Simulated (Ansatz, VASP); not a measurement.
## Two plane-wave programs on Rh

Contents of INCAR:

```
SYSTEM = Rh
PREC = Accurate
ENCUT = 520
EDIFF = 1E-7
ISMEAR = 0
SIGMA = 0.15
LREAL = .False.
LASPH = .True.
NELM = 80
ALGO = Fast
ISIF = 2
LWAVE = .False.
LCHARG = .True.
GGA = PS
LELF = .True.
LVHAR = .True.
NBANDS = 14
```

Contents of KPOINTS:

```
regular mesh
0
Gamma
  28 28 28
  0 0 0
```

The input POSCAR:

```
Rh
1.0
    0.0000000000      2.0317463238      1.8899965803
    1.8899965803      0.0000000000      1.8899965803
    1.8899965803      2.0317463238      0.0000000000
Rh
1
Direct
    0.0000000000      0.0000000000      0.0000000000
```

Input for Ansatz:

```yaml
crystal:
  lattice:
    - [0.0, 2.0317463238, 1.8899965803]
    - [1.8899965803, 0.0, 1.8899965803]
    - [1.8899965803, 2.0317463238, 0.0]
  atoms:
    - { symbol: Rh, position: [0.0, 0.0, 0.0] }
basis:
  ecutwfc: 420
kpoints:
  mp_grid: { grid: [28, 28, 28] }
hamiltonian:
  xc: pbesol
scf:
  occupations: { method: gaussian, width: 0.15 }
output:
  forces: true
  stress: true
  eigenvalues: true
```

Change from the starting cell: strain +0.0750 x Voigt [0, 1, 0, 0, 0, 0], atoms carried along.

Alike in both runs: task single point; functional PBEsol; k mesh 28 × 28 × 28; occupations gaussian, width 0.15 eV; no spin polarisation.

|  | VASP | Ansatz |
| --- | --- | --- |
| version | VASP 6.6.1 | Ansatz 0.2.0 |
| potentials or method | VASP PAW PBE potentials, release 64 (Rh_pv), cutoff 520 eV | scalar-relativistic, plane waves, PAW |
| valence electrons in the cell | 15 | 17 |

|  | VASP | Ansatz | Ansatz less VASP |
| --- | --- | --- | --- |
| gap on the k mesh at the Fermi level (eV) | none | none | - |
| pressure (GPa) | -16.9 | -16.9 | +0.06 |
| traceless stress, the component that is largest in VASP (GPa) | -10.44 | -10.47 | -0.032 |

VASP's potentials were made for PBE, not for PBEsol. A gap of «none» marks a metal or a gap that the smearing closes. With one functional, cell and mesh, what is left measures potentials, basis and numerics. VASP's potentials hold 15 valence electrons a cell and Ansatz's 17, so a difference there can come from the potentials and not from the codes.
